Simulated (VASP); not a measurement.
Write the native input for VASP 6.6.1 that does the following.

```yaml
Task: relaxation of cell and atoms
Functional: LDA
Potentials_or_basis: VASP PAW LDA potentials, release 64 (Ga_d, As)
Cutoff: 600 eV
k_mesh: 12 × 12 × 12
Occupations: gaussian, width 0.1 eV
Spin: no spin polarisation
Dipole_correction: no
Further_INCAR_settings: ALGO = Normal; EDIFF = 1e-06; IBRION = 2; EDIFFG = -0.005; NSW = 100; ISIF = 3
```

The structure of GaAs lies in POSCAR:

```
GaAs
1.0
    0.0000000000      2.8750910500      2.8750910500
    2.8750910500      0.0000000000      2.8750910500
    2.8750910500      2.8750910500      0.0000000000
Ga As
1 1
Direct
    0.0000000000      0.0000000000      0.0000000000
    0.7500000000      0.7500000000      0.7500000000
```

The input as run:

INCAR

```
SYSTEM = GaAs
PREC = Accurate
ENCUT = 600
EDIFF = 1E-6
ISMEAR = 0
SIGMA = 0.1
LREAL = .False.
LASPH = .True.
NELM = 80
ALGO = Normal
ISIF = 3
LWAVE = .False.
LCHARG = .False.
GGA = CA
IBRION = 2
NSW = 100
EDIFFG = -0.005
```

KPOINTS

```
Automatic mesh
0
Gamma
  12 12 12
  0 0 0
```

Potentials or basis: VASP PAW LDA potentials, release 64 (Ga_d, As).

Command:

```sh
$ cat potpaw_LDA.64/Ga_d/POTCAR potpaw_LDA.64/As/POTCAR > POTCAR
$ mpirun -np 1 vasp_std > vasp.out
```

It gave:

- Relaxed volume: 22.08 Å³/atom
- Relaxed cell: a = 3.967 Å, b = 3.967 Å, c = 3.967 Å, α = 60.00°, β = 60.00°, γ = 60.00°
- Space group after relaxing (to 0.1 Å): F-43m (No. 216)
- Energy gained by relaxing: 25.9 meV/atom
- Ionic steps: 3
- Pressure after relaxing: 0.0 GPa
- Band gap on the k mesh: 0.51 eV

Caveat: semilocal functionals underestimate gaps, and a narrow one can read as zero.

It took 2.1 min on 1 thread of Intel Xeon 8259CL, with other jobs on the host, peak memory 0.21 GiB.
